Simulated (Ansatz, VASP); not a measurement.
# NiO: VASP beside Ansatz

```xyz
2
Lattice="0.0000 2.3247 2.3247 2.3247 0.0000 2.3247 2.3247 2.3247 0.0000" Properties=species:S:1:pos:R:3 pbc="T T T"
Ni    0.0000    0.0000    0.0000
O     1.1624    1.1624    1.1624
```

Alike in both runs: task single point; functional PBE; k mesh 10 × 10 × 10; occupations gaussian, width 0.05 eV; collinear spin; Hubbard terms Ni d U = 6.2 eV.

|  | VASP | Ansatz |
| --- | --- | --- |
| version | VASP 6.6.1 | Ansatz 0.2.0 |
| potentials or method | VASP PAW PBE potentials, release 64 (Ni, O), cutoff 520 eV | scalar-relativistic, plane waves, PAW |
| valence electrons in the cell | 16 | 24 |

|  | VASP | Ansatz | Ansatz less VASP |
| --- | --- | --- | --- |
| pressure (GPa) | -15.5 | 0.0 | +15.49 |
| net moment per atom (μB) | 1.00 | 1.00 | 0.000 |
| size of the moment on the site where the two differ most (μB) | 0.30 | 0.11 | -0.187 |

Site moments also hang on the region over which each program counts them. The programs project onto different local orbitals, so the same U acts differently, and such runs can settle in different states. VASP's potentials hold 16 valence electrons a cell and Ansatz's 24, so a difference there can come from the potentials and not from the codes. Ansatz's warnings: stability check not made.
